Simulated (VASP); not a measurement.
# LiBr (Fm-3m) in VASP: further runs

LiBr is run at these levels: HSE06, PBE-based screened hybrid with 20 % exact exchange; tasks: single point.

All numbers are computed with VASP 6.6.1; they aren't measurements. Logs are shortened: lines on timing, memory, paths and dates and some standing lists are left out, and cuts for length are marked.

## (1) The cell of the first run

It takes space group Fm-3m (No. 225, cubic). Conventional cell: a = 5.479 Å, b = 5.479 Å, c = 5.479 Å, α = 90.00°, β = 90.00°, γ = 90.00°. Within 3.6 Å of Li (site symmetry m-3m) lie 6 Br at 2.74 Å. Within 3.6 Å of Br (site symmetry m-3m) lie 6 Li at 2.74 Å.

## (2) Single point, HSE06

POSCAR reads:

```
LiBr
1.0
    0.0000000000      2.7395650468      2.7395650468
    2.7395650468      0.0000000000      2.7395650468
    2.7395650468      2.7395650468      0.0000000000
Li Br
1 1
Direct
    0.0000000000      0.0000000000      0.0000000000
    0.5000000000      0.5000000000      0.5000000000
```

INCAR.step1 reads:

```
SYSTEM = LiBr
  PREC = Accurate
  ENCUT = 650
  EDIFF = 1E-5
  ISMEAR = 0
  SIGMA = 0.01
  LREAL = .False.
  LASPH = .True.
  NELM = 120
  ALGO = Normal
  ISIF = 2
  LWAVE = .True.
  LCHARG = .False.
  GGA = PE
  NBANDS = 12
  GGA_COMPAT = .False.
```

INCAR.step2 reads:

```
SYSTEM = LiBr
  PREC = Accurate
  ENCUT = 650
  EDIFF = 1E-6
  ISMEAR = 0
  SIGMA = 0.01
  LREAL = .False.
  LASPH = .True.
  NELM = 120
  ALGO = Normal
  ISIF = 2
  LWAVE = .False.
  LCHARG = .False.
  GGA = PE
  LHFCALC = .True.
  HFSCREEN = 0.2079
  PRECFOCK = Normal
  ISTART = 1
  NBANDS = 12
  GGA_COMPAT = .False.
```

KPOINTS reads:

```
regular mesh
0
Gamma
  4 4 4
  0 0 0
```

Potentials or basis: VASP PAW PBE potentials, release 64 (Li_sv, Br).

Started as:

```
$ cat potpaw_PBE.64/Li_sv/POTCAR potpaw_PBE.64/Br/POTCAR > POTCAR
$ cp INCAR.step1 INCAR
$ mpirun -np 1 vasp_std > vasp.out
$ cp INCAR.step2 INCAR
$ mpirun -np 1 vasp_std > vasp.out
```

OUTCAR:

```text
SYSTEM = LiBr
   PREC = Accurate
   ENCUT = 650
   EDIFF = 1E-6
   ISMEAR = 0
   LREAL = .False.
   LASPH = .True.
   NELM = 120
   ISIF = 2
   GGA = PE
   LHFCALC = .True.
   HFSCREEN = 0.2079
   PRECFOCK = Normal
   ISTART = 1

 ion  position               nearest neighbor table
   1  0.000  0.000  0.000-
   2  0.500  0.500  0.500-

  LATTYP: Found a face centered cubic cell.
 ALAT       =     5.4791300936

  Lattice vectors:

 A1 = (   0.0000000000,   2.7395650468,   2.7395650468)
 A2 = (   2.7395650468,   0.0000000000,   2.7395650468)
 A3 = (   2.7395650468,   2.7395650468,   0.0000000000)

Analysis of symmetry for initial positions (statically):
=====================================================================
 Subroutine PRICEL returns:
 Original cell was already a primitive cell.

 Routine SETGRP: Setting up the symmetry group for a
 face centered cubic supercell.

 Subroutine GETGRP returns: Found 48 space group operations
 (whereof 48 operations were pure point group operations)
 out of a pool of 48 trial point group operations.

The static configuration has the point symmetry O_h .

Analysis of symmetry for dynamics (positions and initial velocities):
=====================================================================
 Subroutine PRICEL returns:
 Original cell was already a primitive cell.

 Routine SETGRP: Setting up the symmetry group for a
 face centered cubic supercell.

 Subroutine GETGRP returns: Found 48 space group operations
 (whereof 48 operations were pure point group operations)
 out of a pool of 48 trial point group operations.

The dynamic configuration has the point symmetry O_h .

 Subroutine INISYM returns: Found 48 space group operations
 (whereof 48 operations are pure point group operations),
 and found     1 'primitive' translations

----------------------------------------------------------------------------------------

                                     Primitive cell

  volume of cell :      41.1221

  direct lattice vectors                    reciprocal lattice vectors
     0.000000000  2.739565047  2.739565047    -0.182510724  0.182510724  0.182510724
     2.739565047  0.000000000  2.739565047     0.182510724 -0.182510724  0.182510724
     2.739565047  2.739565047  0.000000000     0.182510724  0.182510724 -0.182510724

  length of vectors
     3.874330044  3.874330044  3.874330044     0.316117847  0.316117847  0.316117847
[... 80 lines left out ...]
   EFERMI_NEDOS =   21; number of points for ismear=-14 and -15
   IALGO  =     38    algorithm
   IMIX   =      1    mixing-type and parameters
     AMIX     =   0.40;   BMIX     =  1.00
     AMIX_MAG =   1.60;   BMIX_MAG =  1.00
  volume/ion in A,a.u.               =      20.56       138.75
  Fermi-wavevector in a.u.,A,eV,Ry     =   1.021841  1.930999 14.206639  1.044159
  Thomas-Fermi vector in A             =   2.155487
   LORBIT       =      0    0 simple, 1 ext, 2 COOP (PROOUT), +10 PAW based schemes
   GGA     = PE    functional components
   LHFCALC =     T    Hartree Fock is set to
   PRECFOCK=normal    Normal, Fast or Accurate (Low or Medium for compatibility)
   ENCUT4O =  -1.0   cutoff for four orbital integrals eV
   NKREDX  =     1    reduce k-point grid by
   NKREDY  =     1    reduce k-point grid by
   NKREDZ  =     1    reduce k-point grid by
   AEXX    =    0.2500 exact exchange contribution
   HFSCREEN=    0.2079 screening length (either q_TF or 0.3 A-1)
   HFSCREENC=   0.2079 screening length for correlation (either q_TF or 0.3 A-1)
   ENCUTFOCK=  -1.0 apply spherical cutoff to Coloumb kernel
   IVDW    =     0    specifies the selected vdW correction
   LEPSILON=     F    determine dielectric tensor
   LRPA    =     F    only Hartree local field effects (RPA)
 non-spin polarized calculation
 Gauss-broadening in eV      SIGMA  =   0.01
  energy-cutoff  :      650.00
  volume of cell :       41.12
 maximum number of plane-waves:      1572
  NGX = 28; NGY = 28; NGZ = 28

 number of electron      10.0000006 magnetization

 Free energy of the ion-electron system (eV)
  ---------------------------------------------------
  ext. energy  EPLUGINS =         0.00000000
  ---------------------------------------------------
  free energy    TOTEN  =        -7.59389639 eV

  energy without entropy =       -7.59389639  energy(sigma->0) =       -7.59389639

 E-fermi :  -0.2616     XC(G=0):  -7.0678

 val. band max:       -0.4360488543   @ k =   0.0000   0.0000   0.0000
 cond. band min:       5.7770617814   @ k =   0.0000   0.0000   0.0000
 fundamental gap:      6.2131106357
 Fermi energy:        -0.2616112979

 k-point     1 :       0.0000    0.0000    0.0000
  band No.  band energies     occupation
      1     -47.7206      2.00000
      2     -15.0608      2.00000
      3      -0.4360      2.00000
      4      -0.4360      2.00000
      5      -0.4360      2.00000
      6       5.7771      0.00000
      7      11.3835      0.00000
      8      11.3835      0.00000
      9      11.3835      0.00000
     10      13.3657      0.00000
     11      13.3657      0.00000
     12      13.3657      0.00000
[... 91 lines left out ...]
 k-point     8 :      -0.2500    0.5000    0.2500
  band No.  band energies     occupation
      1     -47.7190      2.00000
      2     -14.3000      2.00000
      3      -2.7718      2.00000
      4      -2.7718      2.00000
      5      -1.6789      2.00000
      6       8.9161      0.00000
      7       9.5131      0.00000
      8      10.3535      0.00000
      9      10.3535      0.00000
     10      15.1738      0.00000
     11      15.1738      0.00000
     12      18.6884      0.00000

------------------------ aborting loop because EDIFF is reached ----------------------------------------

  FORCE on cell =-STRESS in cart. coord.  units (eV):
  Direction    XX          YY          ZZ          XY          YZ          ZX
  --------------------------------------------------------------------------------------
  -------------------------------------------------------------------------------------
  Total       -0.0181913     -0.0181913     -0.0181913      0.0000000      0.0000000      0.0000000
  in kB       -0.7087623     -0.7087623     -0.7087623      0.0000000      0.0000000      0.0000000
  external PRESSURE =      -0.7087623 kB  Pullay stress =       0.0000000 kB

 VOLUME and BASIS-vectors are now :
 -----------------------------------------------------------------------------
  energy-cutoff  :      650.00
  volume of cell :       41.12
      direct lattice vectors                 reciprocal lattice vectors
     0.000000000  2.739565047  2.739565047    -0.182510724  0.182510724  0.182510724
     2.739565047  0.000000000  2.739565047     0.182510724 -0.182510724  0.182510724
     2.739565047  2.739565047  0.000000000     0.182510724  0.182510724 -0.182510724

 POSITION                                       TOTAL-FORCE (eV/Angst)
 -----------------------------------------------------------------------------------
      0.00000      0.00000      0.00000         0.000000     -0.000000     -0.000000
      2.73957      2.73957      2.73957        -0.000000      0.000000      0.000000
 -----------------------------------------------------------------------------------
    total drift:                                0.000000     -0.000000     -0.000000

  FREE ENERGIE OF THE ION-ELECTRON SYSTEM (eV)
  ---------------------------------------------------
  free  energy   TOTEN  =        -7.5938963943 eV

  energy  without entropy=       -7.5938963943  energy(sigma->0) =       -7.59389639
```

OSZICAR.step1:

```text
N       E                     dE             d eps       ncg     rms          rms(c)
DAV:   1     0.461384782024E+02    0.46138E+02   -0.43658E+03   192   0.881E+02
DAV:   2    -0.388641657997E+01   -0.50025E+02   -0.48279E+02   260   0.141E+02
DAV:   3    -0.661007385375E+01   -0.27237E+01   -0.27188E+01   260   0.357E+01
DAV:   4    -0.665938119844E+01   -0.49307E-01   -0.49295E-01   260   0.489E+00
DAV:   5    -0.665999665229E+01   -0.61545E-03   -0.61544E-03   260   0.516E-01    0.195E+00
DAV:   6    -0.662634896196E+01    0.33648E-01   -0.64549E-02   236   0.116E+00    0.119E+00
DAV:   7    -0.662858643693E+01   -0.22375E-02   -0.39679E-02   268   0.105E+00    0.440E-01
DAV:   8    -0.663102478973E+01   -0.24384E-02   -0.45519E-03   220   0.438E-01    0.661E-02
DAV:   9    -0.663101597375E+01    0.88160E-05   -0.11210E-04   232   0.769E-02    0.245E-02
DAV:  10    -0.663104953802E+01   -0.33564E-04   -0.52614E-05   224   0.472E-02    0.137E-02
DAV:  11    -0.663105060463E+01   -0.10666E-05   -0.45697E-06   128   0.126E-02
   1 F= -.66310506E+01 E0= -.66310506E+01  d E =-.675108E-34
```

Run time: 2.8 min. Hardware: 1 thread of Intel Xeon Platinum 8488C (Sapphire Rapids), shared host; peak memory 0.28 GiB.

What came out:

```
Free energy            : -7.5939 eV
Pressure               : -0.1 GPa
Band gap on the k mesh : 6.21 eV
```

Levels at points of the mesh, in eV from the valence-band top:
```
           k point  band 2  band 3  band 4  band 5  band 6  band 7  band 8  band 9
(0.00, 0.00, 0.00)  -14.62    0.00    0.00    0.00    6.21   11.82   11.82   11.82
(0.50, 0.00, 0.00)  -14.08   -3.17   -0.29   -0.29    6.82    9.40    9.40   13.44
(0.50, 0.50, 0.00)  -13.86   -3.15   -1.25   -1.25    7.48    8.24   13.24   14.06
```

Caveat: the k points lie up to 0.50 Å⁻¹ apart; the PAW data sets were made with another functional, which shifts forces and pressure a little.

## (3) Single point, PBE-based screened hybrid with 20 % exact exchange

POSCAR is that of step 2.

INCAR.step1 reads:

```
  PREC = Accurate
  ENCUT = 650
  EDIFF = 1E-5
  ISMEAR = 0
  SIGMA = 0.01
  LREAL = F
  LASPH = T
  NELM = 120
  ALGO = Normal
  ISIF = 2
  LWAVE = T
  LCHARG = F
  GGA = PE
  NBANDS = 12
  GGA_COMPAT = F
```

INCAR.step2 reads:

```
  PREC = Accurate
  ENCUT = 650
  EDIFF = 1E-6
  ISMEAR = 0
  SIGMA = 0.01
  LREAL = F
  LASPH = T
  NELM = 120
  ALGO = Normal
  ISIF = 2
  LWAVE = F
  LCHARG = F
  GGA = PE
  LHFCALC = T
  AEXX = 0.2
  HFSCREEN = 0.3
  PRECFOCK = Normal
  ISTART = 1
  NBANDS = 12
  GGA_COMPAT = F
```

KPOINTS reads:

```
regular mesh
0
Gamma
  4 4 4
```

Potentials or basis: VASP PAW PBE potentials, release 64 (Li_sv, Br).

Started as:

```
$ cat potpaw_PBE.64/Li_sv/POTCAR potpaw_PBE.64/Br/POTCAR > POTCAR
$ cp INCAR.step1 INCAR
$ mpirun -np 1 vasp_std > vasp.out
$ cp INCAR.step2 INCAR
$ mpirun -np 1 vasp_std > vasp.out
```

OUTCAR:

```text
PREC = Accurate
   ENCUT = 650
   EDIFF = 1E-6
   ISMEAR = 0
   LREAL = F
   LASPH = T
   NELM = 120
   ISIF = 2
   GGA = PE
   LHFCALC = T
   AEXX = 0.2
   HFSCREEN = 0.3
   PRECFOCK = Normal
   ISTART = 1

 ion  position               nearest neighbor table
   1  0.000  0.000  0.000-
   2  0.500  0.500  0.500-

[... 296 lines left out ...]
      9      10.1691      0.00000
     10      14.9246      0.00000
     11      14.9246      0.00000
     12      18.4037      0.00000

------------------------ aborting loop because EDIFF is reached ----------------------------------------

  FORCE on cell =-STRESS in cart. coord.  units (eV):
  Direction    XX          YY          ZZ          XY          YZ          ZX
  --------------------------------------------------------------------------------------
  -------------------------------------------------------------------------------------
  Total        0.0236011      0.0236011      0.0236011     -0.0000000      0.0000000      0.0000000
  in kB        0.9195337      0.9195337      0.9195337     -0.0000000      0.0000000      0.0000000
  external PRESSURE =       0.9195337 kB  Pullay stress =       0.0000000 kB

 VOLUME and BASIS-vectors are now :
 -----------------------------------------------------------------------------
  energy-cutoff  :      650.00
  volume of cell :       41.12
      direct lattice vectors                 reciprocal lattice vectors
     0.000000000  2.739565047  2.739565047    -0.182510724  0.182510724  0.182510724
     2.739565047  0.000000000  2.739565047     0.182510724 -0.182510724  0.182510724
     2.739565047  2.739565047  0.000000000     0.182510724  0.182510724 -0.182510724

 POSITION                                       TOTAL-FORCE (eV/Angst)
 -----------------------------------------------------------------------------------
      0.00000      0.00000      0.00000         0.000000     -0.000000     -0.000000
      2.73957      2.73957      2.73957        -0.000000      0.000000      0.000000
 -----------------------------------------------------------------------------------
    total drift:                                0.000000      0.000000      0.000000

  FREE ENERGIE OF THE ION-ELECTRON SYSTEM (eV)
  ---------------------------------------------------
  free  energy   TOTEN  =        -7.2611368656 eV

  energy  without entropy=       -7.2611368656  energy(sigma->0) =       -7.26113687
```

Wall time 2.5 min (1 thread of Intel Xeon Platinum 8488C (Sapphire Rapids), shared host); peak memory 0.28 GiB.

Results:

* Free energy: -7.2611 eV
* Pressure: 0.1 GPa
* Band gap on the k mesh: 5.79 eV

Caveat: the k points lie up to 0.50 Å⁻¹ apart; the PAW data sets were made with another functional, which shifts forces and pressure a little.
